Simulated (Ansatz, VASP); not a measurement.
## Two plane-wave programs on Mg6F

Contents of INCAR:

```
PREC = Accurate
ENCUT = 520
EDIFF = 1E-7
ISMEAR = 0
SIGMA = 0.1
LREAL = False
LASPH = True
NELM = 60
ALGO = Normal
ISIF = 2
LWAVE = False
LCHARG = False
LDIPOL = True
IDIPOL = 3
DIPOL = 0.5 0.5 0.318
GGA = PE
NBANDS = 18
```

The input KPOINTS:

```
Automatic mesh
0
Gamma
  9 4 1
```

The input POSCAR:

```
Mg6F
1.0
    3.2034417932      0.0000000000      0.0000000000
   -1.6017208966      7.8153198520      0.0000000000
    0.0000000000      0.0000000000     20.9851131634
Mg F
6 1
Direct
    0.8493879956      0.6987759913      0.1906113143
    0.5210014932      0.0420029864      0.2197581863
    0.1926149907      0.3852299814      0.2489050583
    0.3710660944      0.7414803149      0.3283003664
    0.0426232582      0.0834482649      0.3542380799
    0.7128162912      0.4251093731      0.3805132287
    0.7128162912      1.3001093731      0.5010748849
```

Input for Ansatz:

```yaml
crystal:
  lattice:
    - [3.2034417932, 0.0, 0.0]
    - [-1.6017208966, 7.815319852, 0.0]
    - [0.0, 0.0, 20.9851131634]
  atoms:
    - { symbol: Mg, position: [0.8493879956, 0.6987759913, 0.1906113143] }
    - { symbol: Mg, position: [0.5210014932, 0.0420029864, 0.2197581863] }
    - { symbol: Mg, position: [0.1926149907, 0.3852299814, 0.2489050583] }
    - { symbol: Mg, position: [0.3710660944, 0.7414803149, 0.3283003664] }
    - { symbol: Mg, position: [0.0426232582, 0.0834482649, 0.3542380799] }
    - { symbol: Mg, position: [0.7128162912, 0.4251093731, 0.3805132287] }
    - { symbol: F, position: [0.7128162912, 1.3001093731, 0.5010748849] }
basis:
  ecutwfc: 420
kpoints:
  mp_grid: { grid: [9, 4, 1] }
hamiltonian:
  xc: pbe
scf:
  occupations: { method: gaussian, width: 0.1 }
output:
  forces: true
  eigenvalues: true
efield:
  axis: 3
  dipole_correction: true
  ramp_width: 0.04
```

Alike in both runs: task single point; functional PBE; k mesh 9 × 4 × 1; occupations gaussian, width 0.1 eV; no spin polarisation.

|  | VASP | Ansatz |
| --- | --- | --- |
| version | VASP 6.6.1 | Ansatz 0.2.0 |
| potentials or method | VASP PAW PBE potentials, release 64 (Mg, F), cutoff 520 eV | scalar-relativistic, plane waves, PAW |
| valence electrons in the cell | 19 | 67 |

|  | VASP | Ansatz | Ansatz less VASP |
| --- | --- | --- | --- |
| gap on the k mesh at the Fermi level (eV) | none | none | - |
| rms of the force components (eV/Å) | 0.657 | 0.660 | +0.0032 |

Atom by atom the forces differ by 0.004 eV/Å (rms over components). A gap of «none» marks a metal or a gap that the smearing closes. VASP's potentials hold 19 valence electrons a cell and Ansatz's 67, so a difference there can come from the potentials and not from the codes.
